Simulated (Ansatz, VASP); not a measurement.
# BeCo: VASP beside Ansatz

```
Be Co
1.0
     2.65711    0.00000    0.00000
     0.00000    2.65711    0.00000
     0.00000    0.00000    2.65711
Be Co
1 1
Direct
  0.00000 0.00000 0.00000
  0.50000 0.50000 0.50000
```

Alike in both runs: task single point; functional PBEsol; k mesh 11 × 11 × 11; occupations fermi-dirac, width 0.1 eV; collinear spin.

|  | VASP | Ansatz |
| --- | --- | --- |
| version | VASP 6.6.1 | Ansatz 0.2.0 |
| potentials or method | VASP PAW PBE potentials, release 64 (Be, Co), cutoff 520 eV | all-electron (LAPW or listed datasets) |

Ansatz gave:

| Property | Result |
| --- | --- |
| net moment per atom (μB) | 0.22 |
| size of the moment on the site where the two differ most (μB) | 0.47 |

**Question.** Which values does VASP return?

**Answer.** net moment per atom (μB): 0.21; size of the moment on the site where the two differ most (μB): 0.45.

VASP's potentials were made for PBE, not for PBEsol. Site moments also hang on the region over which each program counts them. Ansatz ran all-electron here, and VASP with PAW potentials. Ansatz's warnings: given moment on shells.
